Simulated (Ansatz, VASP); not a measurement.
# CoSi: VASP beside Ansatz

INCAR

```
SYSTEM = CoSi
PREC = Accurate
ENCUT = 600
EDIFF = 1E-6
ISMEAR = 0
SIGMA = 0.1
LREAL = .FALSE.
LASPH = .TRUE.
NELM = 60
ALGO = Normal
ISIF = 3
LWAVE = .FALSE.
LCHARG = .FALSE.
GGA = PE
IBRION = 2
NSW = 100
EDIFFG = -0.01
```

Contents of KPOINTS:

```
Automatic mesh
0
G
  8 8 8
  0 0 0
```

Contents of POSCAR:

```
CoSi
1.0
    4.4305797727      0.0000000000      0.0000000000
    0.0000000000      4.4305797727      0.0000000000
    0.0000000000      0.0000000000      4.4305797727
Co Si
4 4
Direct
    0.1446298847      0.1446298847      0.1446298847
    0.6446298847      0.3553701153      0.8553701153
    0.8553701153      0.6446298847      0.3553701153
    0.3553701153      0.8553701153      0.6446298847
    0.8431224862      0.8431224862      0.8431224862
    0.3431224862      0.6568775138      0.1568775138
    0.1568775138      0.3431224862      0.6568775138
    0.6568775138      0.1568775138      0.3431224862
```

Input for Ansatz:

```yaml
crystal:
  lattice:
    - [4.4305797727, 0.0, 0.0]
    - [0.0, 4.4305797727, 0.0]
    - [0.0, 0.0, 4.4305797727]
  atoms:
    - { symbol: Co, position: [0.1446298847, 0.1446298847, 0.1446298847] }
    - { symbol: Co, position: [0.6446298847, 0.3553701153, 0.8553701153] }
    - { symbol: Co, position: [0.8553701153, 0.6446298847, 0.3553701153] }
    - { symbol: Co, position: [0.3553701153, 0.8553701153, 0.6446298847] }
    - { symbol: Si, position: [0.8431224862, 0.8431224862, 0.8431224862] }
    - { symbol: Si, position: [0.3431224862, 0.6568775138, 0.1568775138] }
    - { symbol: Si, position: [0.1568775138, 0.3431224862, 0.6568775138] }
    - { symbol: Si, position: [0.6568775138, 0.1568775138, 0.3431224862] }
basis:
  ecutwfc: 420
kpoints:
  mp_grid: { grid: [8, 8, 8] }
hamiltonian:
  xc: pbe
scf:
  occupations: { method: gaussian, width: 0.1 }
output:
  forces: true
  stress: true
  eigenvalues: true
relax:
  adjacent_minimum: "off"
  f_tol: 0.01
  max_steps: 80
  cell: { stress_tol: 0.05 }
```

Alike in both runs: task relaxation of cell and atoms; functional PBE; k mesh 8 × 8 × 8; occupations gaussian, width 0.1 eV; no spin polarisation.

|  | VASP | Ansatz |
| --- | --- | --- |
| version | VASP 6.6.1 | Ansatz 0.2.0 |
| potentials or method | VASP PAW PBE potentials, release 64 (Co, Si), cutoff 600 eV | scalar-relativistic, plane waves, PAW |
| valence electrons in the cell | 52 | 84 |

|  | VASP | Ansatz | Ansatz less VASP |
| --- | --- | --- | --- |
| gap on the k mesh at the Fermi level, each at its own relaxed structure (eV) | none | none | - |
| relaxed volume (Å³/atom) | 10.86 | 10.87 | +0.014 |
| relaxed cell length with the largest relative difference (Å) | 4.429 | 4.431 | +0.0019 |

A gap of «none» marks a metal or a gap that the smearing closes. VASP's potentials hold 52 valence electrons a cell and Ansatz's 84, so a difference there can come from the potentials and not from the codes.
